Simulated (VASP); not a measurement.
Runs of VASP 6.6.1 on P. The structure is that of space group Pmna (No. 53), or close to it. The cells are those of the table. 

```tsv
task	cell	k mesh	cutoff (eV)	smearing	gap on the mesh (eV)	largest force (eV/Å)
single point	a = 3.235, b = 34.352, c = 4.477 Å, 4 atoms	8 × 1 × 6	520	gaussian 0.02 eV	0.85	0.28
single point	a = 3.298, b = 35.008, c = 4.370 Å, 4 atoms	8 × 1 × 6	520	gaussian 0.02 eV	0.66	0.02
single point	a = 3.235, b = 34.352, c = 4.496 Å, 4 atoms	8 × 1 × 6	520	gaussian 0.02 eV	0.71	0.02
single point	a = 3.137, b = 33.305, c = 4.557 Å, 4 atoms	8 × 1 × 6	520	gaussian 0.02 eV	0.75	(b)
single point	a = 3.186, b = 33.829, c = 4.550 Å, 4 atoms	8 × 1 × 6	520	gaussian 0.02 eV	0.69	0.03
single point	a = 3.309, b = 35.136, c = 4.304 Å, 4 atoms	8 × 1 × 6	520	gaussian 0.02 eV	0.53	0.21
single point	a = 3.323, b = 35.270, c = 4.237 Å, 4 atoms	8 × 1 × 6	520	gaussian 0.02 eV	(a)	0.02
single point	a = 3.284, b = 34.875, c = 4.437 Å, 4 atoms	8 × 1 × 6	520	gaussian 0.02 eV	0.72	0.02
single point	a = 3.432, b = 36.444, c = 4.317 Å, 4 atoms	8 × 1 × 6	520	gaussian 0.02 eV	0.70	0.31
single point	a = 4.437, b = 3.284, c = 34.875 Å, 4 atoms	6 × 8 × 1	520	gaussian 0.05 eV	0.72	0.02
relaxation of cell and atoms	relaxed from a = 3.284, b = 34.857, c = 4.632 Å, 4 atoms	8 × 1 × 6	600	gaussian 0.02 eV	0.73	-
single point	a = 3.137, b = 33.305, c = 4.597 Å, 4 atoms	8 × 1 × 6	520	gaussian 0.02 eV	0.65	0.03
```

Alike in all rows: level PBEsol; potentials or basis VASP PAW PBE potentials, release 64 (P); no spin polarisation.

Problem. Fill in the values left out.

Solution. (a) 0.52; (b) 0.27.

Caveats: the PAW data sets were made with another functional, which shifts forces and pressure a little.

A k mesh can miss the band edges.
